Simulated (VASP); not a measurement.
# H (P4/mmm) in VASP: further runs

The runs below take H through single point, with LDA.

All numbers are computed with VASP 6.6.1; they aren't measurements. Logs are shortened: lines on timing, memory, paths and dates and some standing lists are left out, and cuts for length are marked.

**1. The cell of the first run**

Symmetry: P4/mmm, No. 123, tetragonal system. Conventional cell: a = 2.583 Å, b = 2.583 Å, c = 0.931 Å, α = 90.00°, β = 90.00°, γ = 90.00°. Within 1.3 Å of H (site symmetry 4/mmm) lie 2 H at 0.93 Å.

**2. Single point, LDA (strain -0.025 along x and y, -0.050 along z)**

File INCAR:

```
PREC     = Accurate       # precision mode
ENCUT    = 520            # plane-wave cutoff, eV
EDIFF    = 1E-6           # SCF threshold, eV
ISMEAR   = 0              # smearing method
SIGMA    = 0.05           # smearing width, eV
LREAL    = F              # projectors in reciprocal space
LASPH    = T              # aspherical terms in the spheres
NELM     = 80             # most SCF steps
ALGO     = Normal         # electronic algorithm
ISIF     = 2              # what is computed and relaxed
LWAVE    = F              # write WAVECAR
LCHARG   = F              # write CHGCAR
GGA      = CA             # functional
NBANDS   = 6              # bands
```

File KPOINTS:

```
regular mesh
0
Gamma
  10 10 26
```

File POSCAR:

```
H
1.0
    2.5833977704      0.0000000000      0.0000000000
    0.0000000000      2.5833977704      0.0000000000
    0.0000000000      0.0000000000      0.9314682740
H
1
Direct
    0.0000000000      0.0000000000      0.5000000000
```

Potentials or basis: VASP PAW LDA potentials, release 64 (H).

Run with:

```sh
$ cat potpaw_LDA.64/H/POTCAR > POTCAR
$ mpirun -np 1 vasp_std > vasp.out
```

OUTCAR:

```text
PREC = Accurate
   ENCUT = 520
   EDIFF = 1E-6
   ISMEAR = 0
   LREAL = F
   LASPH = T
   NELM = 80
   ISIF = 2
   GGA = CA

 ion  position               nearest neighbor table
   1  0.000  0.000  0.500-

  LATTYP: Found a simple tetragonal cell.
 ALAT       =     2.5833977704
 C/A-ratio  =     0.3605593706

  Lattice vectors:

 A1 = (   2.5833977704,   0.0000000000,   0.0000000000)
 A2 = (   0.0000000000,   2.5833977704,   0.0000000000)
 A3 = (   0.0000000000,   0.0000000000,   0.9314682740)

Analysis of symmetry for initial positions (statically):
=====================================================================
 Subroutine PRICEL returns:
 Original cell was already a primitive cell.

 Routine SETGRP: Setting up the symmetry group for a
 simple tetragonal supercell.

 Subroutine GETGRP returns: Found 16 space group operations
 (whereof 16 operations were pure point group operations)
 out of a pool of 16 trial point group operations.

The static configuration has the point symmetry D_4h.

Analysis of symmetry for dynamics (positions and initial velocities):
=====================================================================
 Subroutine PRICEL returns:
 Original cell was already a primitive cell.

 Routine SETGRP: Setting up the symmetry group for a
 simple tetragonal supercell.

 Subroutine GETGRP returns: Found 16 space group operations
 (whereof 16 operations were pure point group operations)
 out of a pool of 16 trial point group operations.

The dynamic configuration has the point symmetry D_4h.

 Subroutine INISYM returns: Found 16 space group operations
 (whereof 16 operations are pure point group operations),
 and found     1 'primitive' translations

----------------------------------------------------------------------------------------

                                     Primitive cell

  volume of cell :       6.2166

  direct lattice vectors                    reciprocal lattice vectors
     2.583397770  0.000000000  0.000000000     0.387087119  0.000000000  0.000000000
     0.000000000  2.583397770  0.000000000     0.000000000  0.387087119  0.000000000
     0.000000000  0.000000000  0.931468274     0.000000000  0.000000000  1.073573870

  length of vectors
     2.583397770  2.583397770  0.931468274     0.387087119  0.387087119  1.073573870

  position of ions in fractional coordinates (direct lattice)
     0.000000000  0.000000000  0.500000000

[... 74 lines left out ...]
   NELM   =     80;   NELMIN=  2; NELMDL= -5     # of ELM steps
   EDIFF  = 0.1E-05   stopping-criterion for ELM
   LREAL  =      F    real-space projection
   EDIFFG = 0.1E-04   stopping-criterion for IOM
   NSW    =      0    number of steps for IOM
   IBRION =     -1    ionic relax: 0-MD 1-quasi-New 2-CG
   NFREE  =      0    steps in history (QN), initial steepest desc. (CG)
   ISIF   =      2    stress and relaxation
   ISYM   =      2    0-nonsym 1-usesym 2-fastsym
   POTIM  = 0.5000    time-step for ionic-motion
   TEBEG  =    0.0;   TEEND  =   0.0 temperature during run
   PSTRESS=    0.0 pullay stress
   NELECT =       1.0000    total number of electrons
   NUPDOWN=      -1.0000    fix difference up-down
   EMIN   =  10.00;   EMAX   =-10.00  energy-range for DOS
   EFERMI =   0.00;   METHOD = LEGACY
   ISMEAR =     0;   SIGMA  =   0.05  broadening in eV -4-tet -1-fermi 0-gaus
   EFERMI_NEDOS =   21; number of points for ismear=-14 and -15
   IALGO  =     38    algorithm
   IMIX   =      4    mixing-type and parameters
     AMIX     =   0.40;   BMIX     =  1.00
     AMIX_MAG =   1.60;   BMIX_MAG =  1.00
  volume/ion in A,a.u.               =       6.22        41.95
  Fermi-wavevector in a.u.,A,eV,Ry     =   0.890344  1.682507 10.785513  0.792713
  Thomas-Fermi vector in A             =   2.012023
   LORBIT       =      0    0 simple, 1 ext, 2 COOP (PROOUT), +10 PAW based schemes
   GGA     = CA    functional components
   LHFCALC =     F    Hartree Fock is set to
   AEXX    =    0.0000 exact exchange contribution
   IVDW    =     0    specifies the selected vdW correction
   LEPSILON=     F    determine dielectric tensor
   LRPA    =     F    only Hartree local field effects (RPA)
 non-spin polarized calculation
 Gauss-broadening in eV      SIGMA  =   0.05
  energy-cutoff  :      520.00
  volume of cell :        6.22
 maximum number of plane-waves:       180
 NGX is ok and might be reduce to    20
   NGX =  9   NGY =  9   NGZ =  3

 number of electron       1.0000000 magnetization

 Free energy of the ion-electron system (eV)
  ---------------------------------------------------
  ext. energy  EPLUGINS =         0.00000000
  ---------------------------------------------------
  free energy    TOTEN  =        -3.10459864 eV

  energy without entropy =       -3.10459864  energy(sigma->0) =       -3.10459864

 E-fermi :  -0.7504     XC(G=0):  -7.6665

 val. band max:       -0.9292560774   @ k =   0.5000   0.5000   0.2308
 cond. band min:      -0.5727202410   @ k =   0.0000   0.0000   0.2692
 fundamental gap:      0.3565358363
 Fermi energy:        -0.7504342952

 k-point     1 :       0.0000    0.0000    0.0000
  band No.  band energies     occupation
      1     -13.0282      2.00000
      2       8.3251      0.00000
      3      14.6477      0.00000
      4      14.6477      0.00000
      5      17.4376      0.00000
      6      36.0249      0.00000
[... 199 lines left out ...]
 k-point    24 :       0.2000    0.0000    0.0385
  band No.  band energies     occupation
      1     -12.2850      2.00000
      2       5.3290      0.00000
      3      14.0042      0.00000
      4      15.6837      0.00000
      5      24.6765      0.00000
      6      29.4590      0.00000

 [... further k-points ...]

------------------------ aborting loop because EDIFF is reached ----------------------------------------

  FORCE on cell =-STRESS in cart. coord.  units (eV):
  Direction    XX          YY          ZZ          XY          YZ          ZX
  --------------------------------------------------------------------------------------
  -------------------------------------------------------------------------------------
  Total        0.0064182      0.0064182      0.9385911      0.0000000      0.0000000     -0.0000000
  in kB        1.6541560      1.6541560    241.9002928      0.0000000      0.0000000     -0.0000000
  external PRESSURE =      81.7362016 kB  Pullay stress =       0.0000000 kB

 VOLUME and BASIS-vectors are now :
 -----------------------------------------------------------------------------
  energy-cutoff  :      520.00
  volume of cell :        6.22
      direct lattice vectors                 reciprocal lattice vectors
     2.583397770  0.000000000  0.000000000     0.387087119  0.000000000  0.000000000
     0.000000000  2.583397770  0.000000000     0.000000000  0.387087119  0.000000000
     0.000000000  0.000000000  0.931468274     0.000000000  0.000000000  1.073573870

 POSITION                                       TOTAL-FORCE (eV/Angst)
 -----------------------------------------------------------------------------------
      0.00000      0.00000      0.46573         0.000000      0.000000      0.000000
 -----------------------------------------------------------------------------------
    total drift:                               -0.000000      0.000000     -0.000000

  FREE ENERGIE OF THE ION-ELECTRON SYSTEM (eV)
  ---------------------------------------------------
  free  energy   TOTEN  =        -3.1045986359 eV

  energy  without entropy=       -3.1045986358  energy(sigma->0) =       -3.10459864
```

Run time: 3.7 s. Hardware: 1 thread of Intel Xeon 6975P-C (Granite Rapids), shared host; peak memory 0.11 GiB.

Results:

```
Free energy : -3.1046 eV
Pressure    : 8.2 GPa
```

Stress tensor (GPa, compression positive):
```
 0.17  0.00  0.00
 0.00  0.17  0.00
 0.00  0.00 24.19
```

Caveat: the cell differs from its parent crystal (strain -0.025 along x and y, -0.050 along z).

**3. Single point, LDA (strain -0.025 along x and y, -0.025 along z)**

File INCAR:

```
SYSTEM = H
PREC = Accurate ; ENCUT = 520
EDIFF = 1E-6 ; ISMEAR = 0
SIGMA = 0.05 ; LREAL = .False.
LASPH = .True. ; NELM = 100
ALGO = Normal ; ISIF = 2
LWAVE = .False. ; LCHARG = .False.
GGA = CA ; NBANDS = 6
```

File KPOINTS:

```
Automatic mesh
0
Gamma
  10 10 26
  0 0 0
```

Edit POSCAR of step 2 so:

```diff
@@ -4,3 +4,3 @@
     0.0000000000      2.5833977704      0.0000000000
-    0.0000000000      0.0000000000      0.9314682740
+    0.0000000000      0.0000000000      0.9559805970
 H
```

Potentials or basis: VASP PAW LDA potentials, release 64 (H).

Run with:

```sh
$ cat potpaw_LDA.64/H/POTCAR > POTCAR
$ mpirun -np 1 vasp_std > vasp.out
```

Run time: 5 s. Hardware: 1 thread of Intel Xeon 6975P-C (Granite Rapids), shared host; peak memory 0.1 GiB.

Results (log left out):

- Free energy: -3.1239 eV
- Pressure: 4.7 GPa

Stress tensor (GPa, compression positive):
```
 0.33  0.00  0.00
 0.00  0.33  0.00
 0.00  0.00 13.36
```

Levels at points of the mesh, in eV from the Fermi level:
| k point | band 1 | band 2 | band 3 | band 4 |
| --- | --- | --- | --- | --- |
| (0.00, 0.00, 0.00) | -11.76 | 9.49 | 15.75 | 15.75 |
| (0.50, 0.00, 0.00) | -10.06 | 1.73 | 16.49 | 19.08 |
| (0.50, 0.50, 0.00) | -8.70 | 5.90 | 5.90 | 9.17 |
| (0.00, 0.00, 0.50) | 25.55 | 32.54 | 48.46 | 53.66 |
| (0.50, 0.00, 0.50) | 26.62 | 35.17 | 42.73 | 43.03 |
| (0.50, 0.50, 0.50) | 27.46 | 37.35 | 46.81 | 46.81 |

Caveat: the cell differs from its parent crystal (strain -0.025 along x and y, -0.025 along z).

**4. Single point, LDA (strain -0.050 along x and y, +0.050 along z)**

File INCAR:

```
SYSTEM = H
PREC = Accurate
ENCUT = 520
EDIFF = 1E-6
ISMEAR = 0
SIGMA = 0.05
LREAL = .False.
LASPH = .True.
NELM = 60
ALGO = Normal
ISIF = 2
LWAVE = .False.
LCHARG = .False.
GGA = CA
NBANDS = 6
```

File KPOINTS:

```
regular mesh
0
Gamma
  10 10 26
  0 0 0
```

File POSCAR:

```
H
1.0
    2.5171568020      0.0000000000      0.0000000000
    0.0000000000      2.5171568020      0.0000000000
    0.0000000000      0.0000000000      1.0295175660
H
1
Direct
    0.0000000000      0.0000000000      0.5000000000
```

Potentials or basis: VASP PAW LDA potentials, release 64 (H).

Run with:

```sh
$ cat potpaw_LDA.64/H/POTCAR > POTCAR
$ mpirun -np 1 vasp_std > vasp.out
```

OUTCAR:

```text
SYSTEM = H
   PREC = Accurate
   ENCUT = 520
   EDIFF = 1E-6
   ISMEAR = 0
   LREAL = .False.
   LASPH = .True.
   NELM = 60
   ISIF = 2
   GGA = CA

 ion  position               nearest neighbor table
   1  0.000  0.000  0.500-

  LATTYP: Found a simple tetragonal cell.
 ALAT       =     2.5171568020
 C/A-ratio  =     0.4090001724

  Lattice vectors:

 A1 = (   2.5171568020,   0.0000000000,   0.0000000000)
 A2 = (   0.0000000000,   2.5171568020,   0.0000000000)
 A3 = (   0.0000000000,   0.0000000000,   1.0295175660)

Analysis of symmetry for initial positions (statically):
=====================================================================
 Subroutine PRICEL returns:
 Original cell was already a primitive cell.

 Routine SETGRP: Setting up the symmetry group for a
 simple tetragonal supercell.

 Subroutine GETGRP returns: Found 16 space group operations
 (whereof 16 operations were pure point group operations)
 out of a pool of 16 trial point group operations.

The static configuration has the point symmetry D_4h.

Analysis of symmetry for dynamics (positions and initial velocities):
=====================================================================
 Subroutine PRICEL returns:
 Original cell was already a primitive cell.

 Routine SETGRP: Setting up the symmetry group for a
 simple tetragonal supercell.

 Subroutine GETGRP returns: Found 16 space group operations
 (whereof 16 operations were pure point group operations)
 out of a pool of 16 trial point group operations.

The dynamic configuration has the point symmetry D_4h.

 Subroutine INISYM returns: Found 16 space group operations
 (whereof 16 operations are pure point group operations),
 and found     1 'primitive' translations
[... 100 lines left out ...]
   ISYM   =      2    0-nonsym 1-usesym 2-fastsym
   POTIM  = 0.5000    time-step for ionic-motion
   TEBEG  =    0.0;   TEEND  =   0.0 temperature during run
   PSTRESS=    0.0 pullay stress
   NELECT =       1.0000    total number of electrons
   NUPDOWN=      -1.0000    fix difference up-down
   EMIN   =  10.00;   EMAX   =-10.00  energy-range for DOS
   EFERMI =   0.00;   METHOD = LEGACY
   ISMEAR =     0;   SIGMA  =   0.05  broadening in eV -4-tet -1-fermi 0-gaus
   EFERMI_NEDOS =   21; number of points for ismear=-14 and -15
   IALGO  =     38    algorithm
   IMIX   =      4    mixing-type and parameters
     AMIX     =   0.40;   BMIX     =  1.00
     AMIX_MAG =   1.60;   BMIX_MAG =  1.00
  volume/ion in A,a.u.               =       6.52        44.02
  Fermi-wavevector in a.u.,A,eV,Ry     =   0.876173  1.655728 10.444918  0.767680
  Thomas-Fermi vector in A             =   1.995947
   LORBIT       =      0    0 simple, 1 ext, 2 COOP (PROOUT), +10 PAW based schemes
   GGA     = CA    functional components
   LHFCALC =     F    Hartree Fock is set to
   AEXX    =    0.0000 exact exchange contribution
   IVDW    =     0    specifies the selected vdW correction
   LEPSILON=     F    determine dielectric tensor
   LRPA    =     F    only Hartree local field effects (RPA)
 non-spin polarized calculation
 Gauss-broadening in eV      SIGMA  =   0.05
  energy-cutoff  :      520.00
  volume of cell :        6.52
 maximum number of plane-waves:       190
 NGX is ok and might be reduce to    20
   NGX =  9   NGY =  9   NGZ =  3

 number of electron       1.0000001 magnetization

 Free energy of the ion-electron system (eV)
  ---------------------------------------------------
  ext. energy  EPLUGINS =         0.00000000
  ---------------------------------------------------
  free energy    TOTEN  =        -3.12814344 eV

  energy without entropy =       -3.12814304  energy(sigma->0) =       -3.12814324

 E-fermi :  -1.7369     XC(G=0):  -7.7591

 val. band max:       -1.8622882783   @ k =   0.5000   0.3000   0.2308
 cond. band min:      -1.6106687758   @ k =   0.4000   0.4000   0.2308
 fundamental gap:      0.2516195025
 Fermi energy:        -1.7368561217

 k-point     1 :       0.0000    0.0000    0.0000
  band No.  band energies     occupation
      1     -12.3401      2.00000
      2       9.5956      0.00000
      3      15.8008      0.00000
      4      15.8008      0.00000
      5      18.4124      0.00000
      6      38.2450      0.00000
[... 199 lines left out ...]
 k-point    24 :       0.2000    0.0000    0.0385
  band No.  band energies     occupation
      1     -11.5484      2.00000
      2       6.0277      0.00000
      3      15.1308      0.00000
      4      16.8506      0.00000
      5      26.2196      0.00000
      6      31.1981      0.00000

 [... further k-points ...]
[... 5 lines left out ...]
  --------------------------------------------------------------------------------------
  -------------------------------------------------------------------------------------
  Total       -0.0266802     -0.0266802     -0.3958788      0.0000000      0.0000000      0.0000000
  in kB       -6.5530691     -6.5530691    -97.2340796      0.0000000      0.0000000      0.0000000
  external PRESSURE =     -36.7800726 kB  Pullay stress =       0.0000000 kB

 VOLUME and BASIS-vectors are now :
 -----------------------------------------------------------------------------
  energy-cutoff  :      520.00
  volume of cell :        6.52
      direct lattice vectors                 reciprocal lattice vectors
     2.517156802  0.000000000  0.000000000     0.397273622  0.000000000  0.000000000
     0.000000000  2.517156802  0.000000000     0.000000000  0.397273622  0.000000000
     0.000000000  0.000000000  1.029517566     0.000000000  0.000000000  0.971328740

 POSITION                                       TOTAL-FORCE (eV/Angst)
 -----------------------------------------------------------------------------------
      0.00000      0.00000      0.51476         0.000000      0.000000      0.000000
 -----------------------------------------------------------------------------------
    total drift:                               -0.000000      0.000000      0.000000

  FREE ENERGIE OF THE ION-ELECTRON SYSTEM (eV)
  ---------------------------------------------------
  free  energy   TOTEN  =        -3.1281434370 eV

  energy  without entropy=       -3.1281430398  energy(sigma->0) =       -3.12814324
```

stdout:

```text
POSCAR found type information on POSCAR H
 POSCAR found :  1 types and       1 ions
 scaLAPACK will be used
 LDA part: xc-table for (Slater(with rela. corr.)+CA(PZ))
 , standard interpolation
 POSCAR, INCAR and KPOINTS ok, starting setup
 FFT: planning ... GRIDC
 FFT: planning ... GRID_SOFT
 FFT: planning ... GRID
 WAVECAR not read
 entering main loop
```

Wall time 6.1 s (1 thread of Intel Xeon 6975P-C (Granite Rapids), shared host); peak memory 0.11 GiB.

What came out:

| Item | Value |
| --- | --- |
| Free energy | -3.1281 eV |
| Pressure | -3.7 GPa |

Levels at points of the mesh, in eV from the Fermi level:
| k point | band 1 | band 2 | band 3 | band 4 |
| --- | --- | --- | --- | --- |
| (0.00, 0.00, 0.00) | -10.60 | 11.33 | 17.54 | 17.54 |
| (0.50, 0.00, 0.00) | -8.55 | 2.54 | 18.54 | 21.19 |
| (0.50, 0.50, 0.00) | -6.91 | 7.02 | 7.02 | 10.23 |
| (0.00, 0.00, 0.50) | 21.15 | 27.97 | 44.42 | 50.15 |
| (0.50, 0.00, 0.50) | 22.47 | 31.06 | 37.83 | 38.21 |
| (0.50, 0.50, 0.50) | 23.51 | 33.66 | 42.21 | 42.21 |

Caveat: the cell differs from its parent crystal (strain -0.050 along x and y, +0.050 along z).

(Part 1 of 2 ends here.)
